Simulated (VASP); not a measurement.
# BaMg2Te2 in VASP: single point with PBE

Aim: the single point of BaMg2Te2 with PBE.

Program: VASP 6.6.1. These are calculated values, not measurements. Logs are shortened: lines on timing, memory, paths and dates and some standing lists are left out, and cuts for length are marked.

**1. The cell of the first run**

The typed cell holds 5 atoms: a = 4.952 Å, b = 4.952 Å, c = 8.409 Å, α = 90.00°, β = 90.00°, γ = 60.00°.

**2. Single point, PBE**

POSCAR reads:

```
BaMg2Te2
1.0
    2.4759180000      4.2884140000      0.0000000000
   -2.4759180000      4.2884140000      0.0000000000
    0.0000000000      0.0000000000      8.4087760000
Mg Te Ba
2 2 1
Direct
    0.3333000000      0.3334000000      0.6247000000
    0.6667000000      0.6666000000      0.3753000000
    0.3333000000      0.3334000000      0.2680000000
    0.6667000000      0.6666000000      0.7320000000
    0.0000000000      0.0000000000      0.0000000000
```

INCAR.step1 reads:

```
ALGO = Normal ; EDIFF = 1E-6
ENCUT = 520 ; GGA = PE
ISIF = 2 ; ISMEAR = -1
LASPH = T ; LCHARG = T
LREAL = F ; LWAVE = F
NBANDS = 21 ; NELM = 60
PREC = Accurate ; SIGMA = 0.0308
```

KPOINTS.step1 reads:

```
k-points
0
Gamma
  8 8 4
```

INCAR.step2 reads:

```
ALGO = Normal ; EDIFF = 1E-6
ENCUT = 520 ; GGA = PE
ICHARG = 11 ; ISIF = 2
ISMEAR = -5 ; LASPH = T
LCHARG = F ; LORBIT = 10
LREAL = F ; LWAVE = F
NBANDS = 21 ; NEDOS = 1001
NELM = 60 ; PREC = Accurate
SIGMA = 0.0308
```

KPOINTS.step2 reads:

```
k-points
0
Gamma
  12 12 6
```

Potentials or basis: VASP PAW PBE potentials, release 64 (Mg, Te, Ba_sv).

The run is started by

```sh
$ cat potpaw_PBE.64/Mg/POTCAR potpaw_PBE.64/Te/POTCAR potpaw_PBE.64/Ba_sv/POTCAR > POTCAR
$ cp INCAR.step1 INCAR
$ cp KPOINTS.step1 KPOINTS
$ mpirun -np 1 vasp_std > vasp.out
$ cp INCAR.step2 INCAR
$ cp KPOINTS.step2 KPOINTS
$ mpirun -np 1 vasp_std > vasp.out
```

OUTCAR:

```text
EDIFF = 1E-6
   ENCUT = 520
   GGA = PE
   ICHARG = 11
   ISIF = 2
   ISMEAR = -5
   LASPH = T
   LORBIT = 10
   LREAL = F
   NELM = 60
   PREC = Accurate

 ion  position               nearest neighbor table
   1  0.333  0.333  0.625-   4 3.00   4 3.00   4 3.00   3 3.00   2 3.55   2 3.55   2 3.55
   2  0.667  0.667  0.375-   3 3.00   3 3.00   3 3.00   4 3.00   1 3.55   1 3.55   1 3.55
   3  0.333  0.333  0.268-   2 3.00   2 3.00   2 3.00   1 3.00   5 3.64   5 3.64   5 3.64
   4  0.667  0.667  0.732-   1 3.00   1 3.00   1 3.00   2 3.00   5 3.64   5 3.64   5 3.64
   5  0.000  0.000  0.000-   4 3.64   3 3.64   4 3.64   3 3.64   4 3.64   3 3.64

  LATTYP: Found a hexagonal cell.
 ALAT       =     4.9518344659
 C/A-ratio  =     1.6981133069

  Lattice vectors:

 A1 = (   2.4759180000,  -4.2884140000,   0.0000000000)
 A2 = (   2.4759180000,   4.2884140000,   0.0000000000)
 A3 = (   0.0000000000,   0.0000000000,   8.4087760000)

Analysis of symmetry for initial positions (statically):
=====================================================================
 Subroutine PRICEL returns:
 Original cell was already a primitive cell.

 Routine SETGRP: Setting up the symmetry group for a
 hexagonal supercell.

 Subroutine GETGRP returns: Found  4 space group operations
 (whereof  4 operations were pure point group operations)
 out of a pool of 24 trial point group operations.

The static configuration has the point symmetry C_2h.

Analysis of symmetry for dynamics (positions and initial velocities):
=====================================================================
 Subroutine PRICEL returns:
 Original cell was already a primitive cell.

 Routine SETGRP: Setting up the symmetry group for a
 hexagonal supercell.

 Subroutine GETGRP returns: Found  4 space group operations
 (whereof  4 operations were pure point group operations)
 out of a pool of 24 trial point group operations.

The dynamic configuration has the point symmetry C_2h.

 Subroutine INISYM returns: Found  4 space group operations
 (whereof  4 operations are pure point group operations),
 and found     1 'primitive' translations

----------------------------------------------------------------------------------------

                                     Primitive cell

  volume of cell :     178.5648

  direct lattice vectors                    reciprocal lattice vectors
     2.475918000  4.288414000  0.000000000     0.201945299  0.116593221  0.000000000
    -2.475918000  4.288414000  0.000000000    -0.201945299  0.116593221  0.000000000
     0.000000000  0.000000000  8.408776000     0.000000000  0.000000000  0.118923372

  length of vectors
     4.951834466  4.951834466  8.408776000     0.233186369  0.233186369  0.118923372

  position of ions in fractional coordinates (direct lattice)
     0.333300000  0.333400000  0.624700000
     0.666700000  0.666600000  0.375300000
     0.333300000  0.333400000  0.268000000
     0.666700000  0.666600000  0.732000000
     0.000000000  0.000000000  0.000000000

  ion indices of the primitive-cell ions
   primitive index   ion index
                 1           1
                 2           2
                 3           3
                 4           4
                 5           5

----------------------------------------------------------------------------------------

 KPOINTS: k-points

Automatic generation of k-mesh.
 Grid dimensions read from file:
 generate k-points for:   12   12    6

 Generating k-lattice:

  Cartesian coordinates                     Fractional coordinates (reciprocal lattice)
     0.016828775  0.009716102  0.000000000     0.083333333 -0.000000000  0.000000000
    -0.016828775  0.009716102  0.000000000    -0.000000000  0.083333333  0.000000000
     0.000000000  0.000000000  0.019820562     0.000000000  0.000000000  0.166666667

  Length of vectors
     0.019432197  0.019432197  0.019820562

  Shift w.r.t. Gamma in fractional coordinates (k-lattice)
     0.000000000  0.000000000  0.000000000

 TETIRR: Found   2590 inequivalent tetrahedra from     5184

 Subroutine IBZKPT returns following result:
 ===========================================

 Found    242 irreducible k-points:

 Following reciprocal coordinates:
            Coordinates               Weight
  0.000000  0.000000  0.000000      1.000000
  0.083333  0.000000  0.000000      4.000000
  0.000000  0.083333  0.000000      2.000000
  0.166667  0.000000  0.000000      4.000000
  0.000000  0.166667  0.000000      2.000000
  0.250000  0.000000  0.000000      4.000000
[... 16 lines left out ...]
  0.333333  0.416667  0.000000      4.000000
 -0.083333  0.333333  0.000000      4.000000
 [... further k-points ...]
   k-points           NKPTS =    242   k-points in BZ     NKDIM =    242   number of bands    NBANDS=     21
   number of dos      NEDOS =   1001   number of ions     NIONS =      5
   total plane-waves  NPLWV = 102400
   dimension x,y,z NGX =    40 NGY =   40 NGZ =   64
   dimension x,y,z NGXF=    80 NGYF=   80 NGZF=  128
   ions per type =               2   2   1
   NGX,Y,Z   is equivalent  to a cutoff of  13.43, 13.43, 12.65 a.u.
   NGXF,Y,Z  is equivalent  to a cutoff of  26.86, 26.86, 25.31 a.u.
 SYSTEM =  unknown system
   PREC   = accura    normal or accurate (medium, high low for compatibility)
   ISTART =      0    job   : 0-new  1-cont  2-samecut
   ICHARG =     11    charge: 1-file 2-atom 10-const
   ISPIN  =      1    spin polarized calculation?
   LNONCOLLINEAR =      F non collinear calculations
   LSORBIT =      F    spin-orbit coupling
   LASPH  =      T    aspherical Exc in radial PAW
   ENCUT  =  520.0 eV  38.22 Ry    6.18 a.u.   9.21  9.21 15.63*2*pi/ulx,y,z
   NELM   =     60;   NELMIN=  2; NELMDL=  0     # of ELM steps
   EDIFF  = 0.1E-05   stopping-criterion for ELM
   LREAL  =      F    real-space projection
   EDIFFG = 0.1E-04   stopping-criterion for IOM
   NSW    =      0    number of steps for IOM
   IBRION =     -1    ionic relax: 0-MD 1-quasi-New 2-CG
   NFREE  =      0    steps in history (QN), initial steepest desc. (CG)
   ISIF   =      2    stress and relaxation
   ISYM   =      2    0-nonsym 1-usesym 2-fastsym
   POTIM  = 0.5000    time-step for ionic-motion
   TEBEG  =    0.0;   TEEND  =   0.0 temperature during run
   PSTRESS=    0.0 pullay stress
   NELECT =      26.0000    total number of electrons
   NUPDOWN=      -1.0000    fix difference up-down
   EMIN   =  10.00;   EMAX   =-10.00  energy-range for DOS
   EFERMI =   0.00;   METHOD = LEGACY
   ISMEAR =    -5;   SIGMA  =   0.03  broadening in eV -4-tet -1-fermi 0-gaus
   EFERMI_NEDOS =   21; number of points for ismear=-14 and -15
   IALGO  =     38    algorithm
   IMIX   =      4    mixing-type and parameters
     AMIX     =   0.40;   BMIX     =  1.00
     AMIX_MAG =   1.60;   BMIX_MAG =  1.00
  volume/ion in A,a.u.               =      35.71       241.00
  Fermi-wavevector in a.u.,A,eV,Ry     =   0.861260  1.627544 10.092366  0.741768
  Thomas-Fermi vector in A             =   1.978887
   LORBIT       =     10    0 simple, 1 ext, 2 COOP (PROOUT), +10 PAW based schemes
   GGA     = PE    functional components
   LHFCALC =     F    Hartree Fock is set to
   AEXX    =    0.0000 exact exchange contribution
   IVDW    =     0    specifies the selected vdW correction
   LEPSILON=     F    determine dielectric tensor
   LRPA    =     F    only Hartree local field effects (RPA)
 non-spin polarized calculation
 Fermi weights with tetrahedron method with Bloechl corrections
  energy-cutoff  :      520.00
  volume of cell :      178.56
 maximum number of plane-waves:      4824
 NGX is ok and might be reduce to    40

 number of electron      26.0000001 magnetization

 Free energy of the ion-electron system (eV)
  ---------------------------------------------------
  ext. energy  EPLUGINS =         0.00000000
  ---------------------------------------------------
  free energy    TOTEN  =       -14.70652120 eV

  energy without entropy =      -14.70652120  energy(sigma->0) =      -14.70652120

 E-fermi :   4.4130     XC(G=0):  -8.2087

 val. band max:        4.4355469292   @ k =  -0.2500  -0.4167   0.1667
 cond. band min:       4.3522590032   @ k =   0.3333   0.3333   0.3333
 fundamental gap:     -0.0832879261
 Fermi energy:         4.4129624252

 k-point     1 :       0.0000    0.0000    0.0000
  band No.  band energies     occupation
      1     -24.8005      2.00000
      2     -10.1827      2.00000
      3      -9.9471      2.00000
      4      -9.9471      2.00000
      5      -8.1818      2.00000
      6      -7.6277      2.00000
[... 13 lines left out ...]
     20       6.4475      0.00000
     21       6.4483      0.00000

 k-point     2 :       0.0833    0.0000    0.0000
  band No.  band energies     occupation
      1     -24.7999      2.00000
      2     -10.1742      2.00000
      3      -9.9655      2.00000
      4      -9.9497      2.00000
      5      -8.1523      2.00000
      6      -7.6325      2.00000
[... 13 lines left out ...]
     20       6.3452      0.00000
     21       6.6472      0.00000

 k-point     3 :       0.0000    0.0833    0.0000
  band No.  band energies     occupation
      1     -24.7999      2.00000
      2     -10.1742      2.00000
      3      -9.9655      2.00000
      4      -9.9497      2.00000
      5      -8.1523      2.00000
      6      -7.6325      2.00000
[... 13 lines left out ...]
     20       6.3449      0.00000
     21       6.6477      0.00000

 k-point     4 :       0.1667    0.0000    0.0000
  band No.  band energies     occupation
      1     -24.7985      2.00000
      2     -10.1512      2.00000
      3     -10.0131      2.00000
      4      -9.9569      2.00000
      5      -8.0728      2.00000
      6      -7.6459      2.00000
[... 13 lines left out ...]
     20       6.3745      0.00000
     21       7.1440      0.00000

 k-point     5 :       0.0000    0.1667    0.0000
  band No.  band energies     occupation
      1     -24.7985      2.00000
      2     -10.1512      2.00000
      3     -10.0132      2.00000
      4      -9.9569      2.00000
      5      -8.0728      2.00000
      6      -7.6459      2.00000
[... 13 lines left out ...]
     20       6.3745      0.00000
     21       7.1448      0.00000

 k-point     6 :       0.2500    0.0000    0.0000
  band No.  band energies     occupation
      1     -24.7965      2.00000
      2     -10.1234      2.00000
      3     -10.0697      2.00000
      4      -9.9666      2.00000
      5      -7.9656      2.00000
      6      -7.6640      2.00000
[... 13 lines left out ...]
     20       6.8343      0.00000
     21       7.0833      0.00000

 k-point     7 :       0.0000    0.2500    0.0000
  band No.  band energies     occupation
      1     -24.7965      2.00000
      2     -10.1234      2.00000
      3     -10.0698      2.00000
      4      -9.9666      2.00000
      5      -7.9656      2.00000
      6      -7.6641      2.00000
[... 13 lines left out ...]
     20       6.8339      0.00000
     21       7.0839      0.00000
[... 291 lines left out ...]
      1     -24.7953      2.00000
      2     -10.1189      2.00000
      3     -10.0852      2.00000
      4      -9.9780      2.00000
      5      -7.8977      2.00000
      6      -7.6751      2.00000
[... 13 lines left out ...]
     20       6.8756      0.00000
     21       7.1662      0.00000

 k-point    21 :      -0.0833    0.2500    0.0000
  band No.  band energies     occupation
      1     -24.7953      2.00000
      2     -10.1189      2.00000
      3     -10.0853      2.00000
      4      -9.9780      2.00000
      5      -7.8977      2.00000
      6      -7.6752      2.00000
[... 13 lines left out ...]
     20       6.8757      0.00000
     21       7.1670      0.00000

 k-point    22 :       0.4167    0.0833    0.0000
  band No.  band energies     occupation
      1     -24.7936      2.00000
      2     -10.1587      2.00000
      3     -10.0618      2.00000
      4      -9.9891      2.00000
      5      -7.8083      2.00000
      6      -7.6869      2.00000
[... 13 lines left out ...]
     20       7.2570      0.00000
     21       7.4892      0.00000

 k-point    23 :       0.3333    0.4167    0.0000
  band No.  band energies     occupation
      1     -24.7936      2.00000
      2     -10.1587      2.00000
      3     -10.0618      2.00000
      4      -9.9891      2.00000
      5      -7.8083      2.00000
      6      -7.6869      2.00000
[... 13 lines left out ...]
     20       7.2493      0.00000
     21       7.4928      0.00000

 k-point    24 :      -0.0833    0.3333    0.0000
  band No.  band energies     occupation
      1     -24.7936      2.00000
      2     -10.1588      2.00000
      3     -10.0618      2.00000
      4      -9.9891      2.00000
      5      -7.8082      2.00000
      6      -7.6870      2.00000
[... 13 lines left out ...]
     20       7.2530      0.00000
     21       7.4758      0.00000

 [... further k-points ...]
[... 5 lines left out ...]
  --------------------------------------------------------------------------------------
  -------------------------------------------------------------------------------------
  Total       -0.4436743     -0.4397982     -3.1214050      0.0033565     -0.0012131      0.0021012
  in kB       -3.9808805     -3.9461014    -28.0068947      0.0301167     -0.0108848      0.0188527
  external PRESSURE =     -11.9779589 kB  Pullay stress =       0.0000000 kB

 VOLUME and BASIS-vectors are now :
 -----------------------------------------------------------------------------
  energy-cutoff  :      520.00
  volume of cell :      178.56
      direct lattice vectors                 reciprocal lattice vectors
     2.475918000  4.288414000  0.000000000     0.201945299  0.116593221  0.000000000
    -2.475918000  4.288414000  0.000000000    -0.201945299  0.116593221  0.000000000
     0.000000000  0.000000000  8.408776000     0.000000000  0.000000000  0.118923372

 POSITION                                       TOTAL-FORCE (eV/Angst)
 -----------------------------------------------------------------------------------
     -0.00025      2.85909      5.25296         0.000262     -0.000151      0.264034
      0.00025      5.71774      3.15581        -0.000262      0.000151     -0.264034
     -0.00025      2.85909      2.25355         0.000809     -0.000467      0.502331
      0.00025      5.71774      6.15522        -0.000809      0.000467     -0.502331
      0.00000      0.00000      0.00000        -0.000000      0.000000      0.000000
 -----------------------------------------------------------------------------------
    total drift:                                0.000000      0.000000     -0.000000

  FREE ENERGIE OF THE ION-ELECTRON SYSTEM (eV)
  ---------------------------------------------------
  free  energy   TOTEN  =       -14.7065212010 eV

  energy  without entropy=      -14.7065212010  energy(sigma->0) =      -14.70652120

 total charge

# of ion       s       p       d       tot
------------------------------------------
    1        0.195   0.095   0.016   0.307
    2        0.195   0.095   0.016   0.307
    3        1.373   2.022   0.024   3.419
    4        1.373   2.022   0.024   3.419
    5        2.001   5.575   0.335   7.911
--------------------------------------------------
tot          5.137   9.810   0.415  15.362
```

Run time: 7.3 min. Hardware: 1 thread of AMD EPYC 9R45 (Zen 5), shared host; peak memory 1 GiB.

Results:

```
Valence electrons inside the program's atomic spheres : Mg 0.31; Te 3.42; Ba 7.91
```

Caveat: spin-orbit coupling is left out, which moves the levels of the heavy elements.
